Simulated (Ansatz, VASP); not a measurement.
One calculation of HgTe, two programs

```
CELL_PARAMETERS angstrom
0.00000 3.19618 3.19618
3.19618 0.00000 3.19618
3.19618 3.19618 0.00000
ATOMIC_POSITIONS crystal
Hg 0.00000 0.00000 0.00000
Te 0.75000 0.75000 0.75000
```

Alike in both runs: task single point; functional LDA; k mesh 12 × 12 × 12; occupations fermi-dirac, width 0.15 eV; no spin polarisation.

|  | VASP | Ansatz |
| --- | --- | --- |
| version | VASP 6.6.1 | Ansatz 0.2.0 |
| potentials or method | VASP PAW LDA potentials, release 64 (Hg, Te), cutoff 500 eV | scalar-relativistic, plane waves, PAW |
| valence electrons in the cell | 18 | 36 |

|  | VASP | Ansatz | Ansatz less VASP |
| --- | --- | --- | --- |
| gap on the k mesh at the Fermi level (eV) | none | none | - |
| pressure (GPa) | 1.3 | 1.0 | -0.30 |

LDA's correlation is that of Perdew and Zunger in VASP and of Perdew and Wang (1992) in Ansatz. A gap of «none» marks a metal or a gap that the smearing closes. VASP's potentials hold 18 valence electrons a cell and Ansatz's 36, so a difference there can come from the potentials and not from the codes.

Neither program's run includes spin-orbit coupling.
